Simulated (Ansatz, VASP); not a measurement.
## Two plane-wave programs on TePb

Contents of POSCAR:

```
TePb
1.0
    0.0000000000      3.2678368411      3.2678368411
    3.2678368411      0.0000000000      3.2678368411
    3.2678368411      3.2678368411      0.0000000000
Pb Te
1 1
Direct
    0.0000000000      0.0000000000      0.0000000000
    0.5000000000      0.5000000000      0.5000000000
```

The input INCAR.step1:

```
SYSTEM = TePb
PREC = Accurate
ENCUT = 520
EDIFF = 1E-5
ISMEAR = 0
SIGMA = 0.01
LREAL = .FALSE.
LASPH = .TRUE.
NELM = 100
ALGO = Normal
ISIF = 2
LWAVE = .TRUE.
GGA = PE
NBANDS = 17
```

File INCAR.step2:

```
SYSTEM = TePb
PREC = Accurate
ENCUT = 520
EDIFF = 1E-6
ISMEAR = 0
SIGMA = 0.01
LREAL = .FALSE.
LASPH = .TRUE.
NELM = 100
ALGO = Normal
ISIF = 2
LWAVE = .FALSE.
LCHARG = .TRUE.
GGA = PE
LHFCALC = .TRUE.
HFSCREEN = 0.2079
PRECFOCK = Normal
LELF = .TRUE.
LVHAR = .TRUE.
ISTART = 1
NBANDS = 17
```

File KPOINTS:

```
regular mesh
0
G
  6 6 6
  0 0 0
```

Input for Ansatz:

```yaml
crystal:
  lattice:
    - [0.0, 3.2678368411, 3.2678368411]
    - [3.2678368411, 0.0, 3.2678368411]
    - [3.2678368411, 3.2678368411, 0.0]
  atoms:
    - { symbol: Pb, position: [0.0, 0.0, 0.0] }
    - { symbol: Te, position: [0.5, 0.5, 0.5] }
kpoints:
  mp_grid: { grid: [6, 6, 6] }
  band_path:
    path:
      - [0.0, 0.0, 0.0]
      - [0.5, 0.0, 0.5]
      - [0.625, 0.25, 0.625]
      - [0.375, 0.375, 0.75]
      - [0.5, 0.5, 0.5]
      - [0.5, 0.25, 0.75]
      - [0.0, 0.0, 0.5]
    npoints: 1
hamiltonian:
  xc: hse06
scf:
  occupations: { method: fixed }
  n_extra_bands: 4
output:
  forces: true
  stress: true
  eigenvalues: true
```

Alike in both runs: task single point; functional HSE06; k mesh 6 × 6 × 6; no spin polarisation.

```csv
,VASP,Ansatz
version,VASP 6.6.1,Ansatz 0.2.0
potentials or method,"VASP PAW PBE potentials, release 64 (Pb_d, Te)","plane waves, PAW"
plane-wave cutoff (eV),520,420
occupations,"gaussian, width 0.01 eV",fixed
valence electrons in the cell,20,30
```

Ansatz gave:

| Item | Value |
| --- | --- |
| gap on the k mesh at the Fermi level (eV) | 1.20 |
| pressure (GPa) | -0.3 |

Task: Estimate VASP's values.

Result: gap on the k mesh at the Fermi level (eV): 1.16; pressure (GPa): -0.5.

VASP's potentials hold 20 valence electrons a cell and Ansatz's 30, so a difference there can come from the potentials and not from the codes. Ansatz's warnings: stress exchange threshold loose, stress scf threshold loose.

Spin-orbit coupling is off throughout.
